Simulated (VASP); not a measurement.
# ZnInGaO4 (R3m) in VASP: settings compared, part 2 of 2

VASP 6.6.1. The steps go on from the part before.

## 3. Single point, r2SCAN

This run uses another cell than the first one, of 11.64 Å³/atom.

Contents of POSCAR:

```
ZnInGaO4
1.0
    1.6552432560      0.9556551394      8.5880844266
   -1.6552432560      0.9556551394      8.5880844266
    0.0000000000     -1.9113102789      8.5880844266
Zn In Ga O
1 1 1 4
Direct
    0.2187465382      0.2187465382      0.2187465382
    0.0030748680      0.0030748680      0.0030748680
    0.7871013666      0.7871013666      0.7871013666
    0.2952017789      0.2952017789      0.2952017789
    0.7113715271      0.7113715271      0.7113715271
    0.1210223909      0.1210223909      0.1210223909
    0.8634825302      0.8634825302      0.8634825302
```

Contents of INCAR.step1:

```
SYSTEM = ZnInGaO4
PREC = Accurate
ENCUT = 520
ISMEAR = -1
SIGMA = 0.02
LREAL = .False.
LASPH = .True.
NELM = 60
NBANDS = 40
GGA = PE
ALGO = Normal
EDIFF = 1E-4
LWAVE = .True.
LCHARG = .False.
```

Contents of INCAR.step2:

```
SYSTEM = ZnInGaO4
PREC = Accurate
ENCUT = 520
EDIFF = 1E-6
ISMEAR = -1
SIGMA = 0.02
LREAL = .False.
LASPH = .True.
NELM = 60
ALGO = Normal
ISIF = 2
LWAVE = .False.
LCHARG = .True.
METAGGA = R2SCAN
LMIXTAU = .True.
LELF = .True.
LVHAR = .True.
NBANDS = 40
ISTART = 1
```

Contents of KPOINTS:

```
Automatic mesh
0
Gamma
  8 8 8
  0 0 0
```

Potentials or basis: VASP PAW PBE potentials, release 64 (Zn, In_d, Ga_d, O).

Command:

```console
$ cat potpaw_PBE.64/Zn/POTCAR potpaw_PBE.64/In_d/POTCAR potpaw_PBE.64/Ga_d/POTCAR potpaw_PBE.64/O/POTCAR > POTCAR
$ cp INCAR.step1 INCAR
$ mpirun -np 1 vasp_std > vasp.out
$ cp INCAR.step2 INCAR
$ mpirun -np 1 vasp_std > vasp.out
```

OUTCAR:

```text
SYSTEM = ZnInGaO4
   PREC = Accurate
   ENCUT = 520
   EDIFF = 1E-6
   ISMEAR = -1
   LREAL = .False.
   LASPH = .True.
   NELM = 60
   ISIF = 2
   METAGGA = R2SCAN
   ISTART = 1

 ion  position               nearest neighbor table
   1  0.219  0.219  0.219-   4 1.97   7 1.99   7 1.99   7 1.99
   2  0.003  0.003  0.003-   4 2.19   4 2.19   4 2.19   5 2.19   5 2.19   5 2.19
   3  0.787  0.787  0.787-   6 1.91   6 1.91   6 1.91   5 1.95   7 1.97
   4  0.295  0.295  0.295-   1 1.97   2 2.19   2 2.19   2 2.19
   5  0.711  0.711  0.711-   3 1.95   2 2.19   2 2.19   2 2.19
   6  0.121  0.121  0.121-   3 1.91   3 1.91   3 1.91
   7  0.863  0.863  0.863-   3 1.97   1 1.99   1 1.99   1 1.99

  LATTYP: Found a trigonal (rhomboedric) cell.
 ALAT       =     8.7981987418
 COS(alpha) =     0.9292109451

  Lattice vectors:

 A1 = (   1.6552432560,   0.9556551394,   8.5880844266)
 A2 = (  -1.6552432560,   0.9556551394,   8.5880844266)
 A3 = (   0.0000000000,  -1.9113102789,   8.5880844266)

Analysis of symmetry for initial positions (statically):
=====================================================================
 Subroutine PRICEL returns:
 Original cell was already a primitive cell.

 Routine SETGRP: Setting up the symmetry group for a
 trigonal (rhombohedral) supercell.

 Subroutine GETGRP returns: Found  6 space group operations
 (whereof  6 operations were pure point group operations)
 out of a pool of 12 trial point group operations.

The static configuration has the point symmetry C_3v.

Analysis of symmetry for dynamics (positions and initial velocities):
=====================================================================
 Subroutine PRICEL returns:
 Original cell was already a primitive cell.

 Routine SETGRP: Setting up the symmetry group for a
 trigonal (rhombohedral) supercell.

 Subroutine GETGRP returns: Found  6 space group operations
 (whereof  6 operations were pure point group operations)
 out of a pool of 12 trial point group operations.

The dynamic configuration has the point symmetry C_3v.

 Subroutine INISYM returns: Found  6 space group operations
 (whereof  6 operations are pure point group operations),
 and found     1 'primitive' translations

----------------------------------------------------------------------------------------

                                     Primitive cell

  volume of cell :      81.5099

  direct lattice vectors                    reciprocal lattice vectors
     1.655243256  0.955655139  8.588084427     0.302070405  0.174400429  0.038813467
    -1.655243256  0.955655139  8.588084427    -0.302070405  0.174400429  0.038813467
     0.000000000 -1.911310279  8.588084427     0.000000000 -0.348800859  0.038813467

  length of vectors
     8.798198742  8.798198742  8.798198742     0.350953735  0.350953735  0.350953735

  position of ions in fractional coordinates (direct lattice)
     0.218746538  0.218746538  0.218746538
     0.003074868  0.003074868  0.003074868
     0.787101367  0.787101367  0.787101367
     0.295201779  0.295201779  0.295201779
     0.711371527  0.711371527  0.711371527
     0.121022391  0.121022391  0.121022391
     0.863482530  0.863482530  0.863482530

[... 39 lines left out ...]
  0.125000  0.000000  0.000000      6.000000
  0.250000  0.000000  0.000000      6.000000
  0.375000  0.000000  0.000000      6.000000
  0.500000  0.000000  0.000000      3.000000
  0.125000  0.125000  0.000000      6.000000
[... 16 lines left out ...]
  0.250000  0.125000  0.125000      6.000000
  0.375000  0.125000  0.125000      6.000000
 [... further k-points ...]
   k-points           NKPTS =     65   k-points in BZ     NKDIM =     65   number of bands    NBANDS=     40
   number of dos      NEDOS =    301   number of ions     NIONS =      7
   total plane-waves  NPLWV = 343000
   dimension x,y,z NGX =    70 NGY =   70 NGZ =   70
   dimension x,y,z NGXF=   140 NGYF=  140 NGZF=  140
   ions per type =               1   1   1   4
   NGX,Y,Z   is equivalent  to a cutoff of  13.23, 13.23, 13.23 a.u.
   NGXF,Y,Z  is equivalent  to a cutoff of  26.45, 26.45, 26.45 a.u.
 SYSTEM =  ZnInGaO4
   PREC   = accura    normal or accurate (medium, high low for compatibility)
   ISTART =      1    job   : 0-new  1-cont  2-samecut
   ICHARG =      0    charge: 1-file 2-atom 10-const
   ISPIN  =      1    spin polarized calculation?
   LNONCOLLINEAR =      F non collinear calculations
   LSORBIT =      F    spin-orbit coupling
   LASPH  =      T    aspherical Exc in radial PAW
   ENCUT  =  520.0 eV  38.22 Ry    6.18 a.u.  16.36 16.36 16.36*2*pi/ulx,y,z
   NELM   =     60;   NELMIN=  2; NELMDL=  0     # of ELM steps
   EDIFF  = 0.1E-05   stopping-criterion for ELM
   LREAL  =      F    real-space projection
   EDIFFG = 0.1E-04   stopping-criterion for IOM
   NSW    =      0    number of steps for IOM
   IBRION =     -1    ionic relax: 0-MD 1-quasi-New 2-CG
   NFREE  =      0    steps in history (QN), initial steepest desc. (CG)
   ISIF   =      2    stress and relaxation
   ISYM   =      2    0-nonsym 1-usesym 2-fastsym
   POTIM  = 0.5000    time-step for ionic-motion
   TEBEG  =    0.0;   TEEND  =   0.0 temperature during run
   PSTRESS=    0.0 pullay stress
   NELECT =      62.0000    total number of electrons
   NUPDOWN=      -1.0000    fix difference up-down
   EMIN   =  10.00;   EMAX   =-10.00  energy-range for DOS
   EFERMI =   0.00;   METHOD = LEGACY
   ISMEAR =    -1;   SIGMA  =   0.02  broadening in eV -4-tet -1-fermi 0-gaus
   EFERMI_NEDOS =   21; number of points for ismear=-14 and -15
   IALGO  =     38    algorithm
   IMIX   =      4    mixing-type and parameters
     AMIX     =   0.40;   BMIX     =  1.00
     AMIX_MAG =   1.60;   BMIX_MAG =  1.00
  volume/ion in A,a.u.               =      11.64        78.58
  Fermi-wavevector in a.u.,A,eV,Ry     =   1.494406  2.824017 30.385192  2.233249
  Thomas-Fermi vector in A             =   2.606683
   LORBIT       =      0    0 simple, 1 ext, 2 COOP (PROOUT), +10 PAW based schemes
   METAGGA = R2SCAN    functional components
   LHFCALC =     F    Hartree Fock is set to
   AEXX    =    0.0000 exact exchange contribution
   IVDW    =     0    specifies the selected vdW correction
   LEPSILON=     F    determine dielectric tensor
   LRPA    =     F    only Hartree local field effects (RPA)
 non-spin polarized calculation
  energy-cutoff  :      520.00
  volume of cell :       81.51
 maximum number of plane-waves:      2227
 NGX is ok and might be reduce to    70
   NGX = 33   NGY = 33   NGZ = 33

 number of electron      62.0000002 magnetization

 Free energy of the ion-electron system (eV)
  ---------------------------------------------------
  ext. energy  EPLUGINS =         0.00000000
  ---------------------------------------------------
  free energy    TOTEN  =       -79.97800281 eV

  energy without entropy =      -79.97800281  energy(sigma->0) =      -79.97800281

 E-fermi :   4.1806     XC(G=0): -12.0408

 val. band max:        3.7225717469   @ k =   0.0000   0.0000   0.0000
 cond. band min:       5.4789828114   @ k =   0.0000   0.0000   0.0000
 fundamental gap:      1.7564110645
 Fermi energy:         4.1805855962

 k-point     1 :       0.0000    0.0000    0.0000
  band No.  band energies     occupation
      1     -16.1146      2.00000
      2     -15.1530      2.00000
      3     -14.5478      2.00000
      4     -14.1163      2.00000
      5     -10.0074      2.00000
      6     -10.0074      2.00000
[... 1021 lines left out ...]
     39      15.9888      0.00000
     40      16.3085      0.00000

 [... further k-points ...]

------------------------ aborting loop because EDIFF is reached ----------------------------------------

  FORCE on cell =-STRESS in cart. coord.  units (eV):
  Direction    XX          YY          ZZ          XY          YZ          ZX
  --------------------------------------------------------------------------------------
  -------------------------------------------------------------------------------------
  Total        0.6844019      0.6844019      0.6224212      0.0000000     -0.0000000      0.0000000
  in kB       13.4527539     13.4527539     12.2344482      0.0000000     -0.0000000      0.0000000
  external PRESSURE =      13.0466520 kB  Pullay stress =       0.0000000 kB

 VOLUME and BASIS-vectors are now :
 -----------------------------------------------------------------------------
  energy-cutoff  :      520.00
  volume of cell :       81.51
      direct lattice vectors                 reciprocal lattice vectors
     1.655243256  0.955655139  8.588084427     0.302070405  0.174400429  0.038813467
    -1.655243256  0.955655139  8.588084427    -0.302070405  0.174400429  0.038813467
     0.000000000 -1.911310279  8.588084427     0.000000000 -0.348800859  0.038813467

 POSITION                                       TOTAL-FORCE (eV/Angst)
 -----------------------------------------------------------------------------------
      0.00000     -0.00000      5.63584         0.000000     -0.000000      0.019594
      0.00000     -0.00000      0.07922         0.000000      0.000000     -0.006687
      0.00000     -0.00000     20.27908         0.000000      0.000000     -0.012521
      0.00000     -0.00000      7.60565         0.000000      0.000000     -0.019824
      0.00000     -0.00000     18.32796         0.000000     -0.000000      0.001807
      0.00000     -0.00000      3.11805         0.000000      0.000000     -0.006092
      0.00000     -0.00000     22.24698         0.000000     -0.000000      0.023724
 -----------------------------------------------------------------------------------
    total drift:                                0.000000     -0.000000      0.010622

  FREE ENERGIE OF THE ION-ELECTRON SYSTEM (eV)
  ---------------------------------------------------
  free  energy   TOTEN  =       -79.9780028077 eV

  energy  without entropy=      -79.9780028077  energy(sigma->0) =      -79.97800281
```

Wall time 66 min (1 thread of Intel Xeon 6975P-C (Granite Rapids), shared host); peak memory 0.94 GiB.

Results:

* Free energy: -79.9780 eV
* Pressure: 1.3 GPa
* Largest force: 0.024 eV/Å
* Band gap on the k mesh: 1.76 eV

Forces on the atoms (eV/Å):
```
Zn   0.000  0.000  0.020
In   0.000  0.000 -0.007
Ga   0.000  0.000 -0.013
O    0.000  0.000 -0.020
O    0.000  0.000  0.002
O    0.000  0.000 -0.006
O    0.000  0.000  0.024
```

Caveat: the PAW data sets were made with another functional, which shifts forces and pressure a little; spin-orbit coupling is left out, which moves the levels of the heavy elements.

## 4. Single point, PBE

This run uses another cell than the first one, of 11.64 Å³/atom.

Contents of INCAR:

```
SYSTEM = ZnInGaO4
  ALGO = Normal
  EDIFF = 1E-7
  ENCUT = 520
  GGA = PE
  ISIF = 2
  ISMEAR = -1
  LASPH = .TRUE.
  LCHARG = .TRUE.
  LELF = .TRUE.
  LREAL = .FALSE.
  LVHAR = .TRUE.
  LWAVE = .FALSE.
  NBANDS = 40
  NELM = 100
  PREC = Accurate
  SIGMA = 0.02
```

Contents of KPOINTS:

```
k-points
0
G
  10 10 10
  0 0 0
```

POSCAR is that of step 3.

Command:

```console
$ cat potpaw_PBE.64/Zn/POTCAR potpaw_PBE.64/In_d/POTCAR potpaw_PBE.64/Ga_d/POTCAR potpaw_PBE.64/O/POTCAR > POTCAR
$ mpirun -np 1 vasp_std > vasp.out
```

Wall time 33 min (1 thread of Intel Xeon 6975P-C (Granite Rapids), shared host); peak memory 0.95 GiB.

It converged, with:

```
Free energy            : -37.7223 eV
Pressure               : 7.7 GPa
Largest force          : 0.109 eV/Å
Band gap on the k mesh : 1.28 eV
```

Forces in eV/Å, atoms in the order of the input:
```
Zn   0.000  0.000  0.034
In   0.000  0.000 -0.009
Ga   0.000  0.000 -0.022
O    0.000  0.000 -0.071
O    0.000  0.000 -0.018
O    0.000  0.000 -0.023
O    0.000  0.000  0.109
```

Levels at points of the mesh, in eV from the valence-band top:
```csv
k point,band 28,band 29,band 30,band 31,band 32,band 33,band 34,band 35
"(0.00, 0.00, 0.00)",-0.80,-0.56,0.00,0.00,1.28,4.45,5.05,5.85
"(0.50, 0.00, 0.00)",-1.18,-1.15,-0.54,-0.30,5.32,6.06,6.66,7.25
"(0.50, 0.50, 0.00)",-1.33,-1.17,-0.84,-0.47,5.44,5.90,6.63,7.35
"(0.50, 0.50, 0.50)",-0.83,-0.83,0.00,0.00,2.66,2.99,5.33,6.14
```

Caveat: the cell stands under pressure; spin-orbit coupling is left out, which moves the levels of the heavy elements. A k mesh can miss the band edges.

## 5. Overview

```tsv
level	cell	k mesh	gap on the mesh (eV)	pressure (GPa)	largest force (eV/Å)
PBE	a = 8.917 Å, angles 21.7°, 7 atoms	8 × 8 × 8	1.09	0.6	0.02
r2SCAN	a = 8.798 Å, angles 21.7°, 7 atoms	8 × 8 × 8	1.76	1.3	0.02
PBE	a = 8.798 Å, angles 21.7°, 7 atoms	10 × 10 × 10	1.28	7.7	0.11
```

Alike in all rows: task single point; potentials or basis VASP PAW PBE potentials, release 64 (Zn, In_d, Ga_d, O); no spin polarisation; cutoff (eV) 520; smearing fermi-dirac 0.02 eV.

Caveats: spin-orbit coupling is left out, which moves the levels of the heavy elements; the PAW data sets were made with another functional, which shifts forces and pressure a little (at least some runs); the cell stands under pressure (at least some runs).

Absolute energies hang on the potentials; compare differences alone.
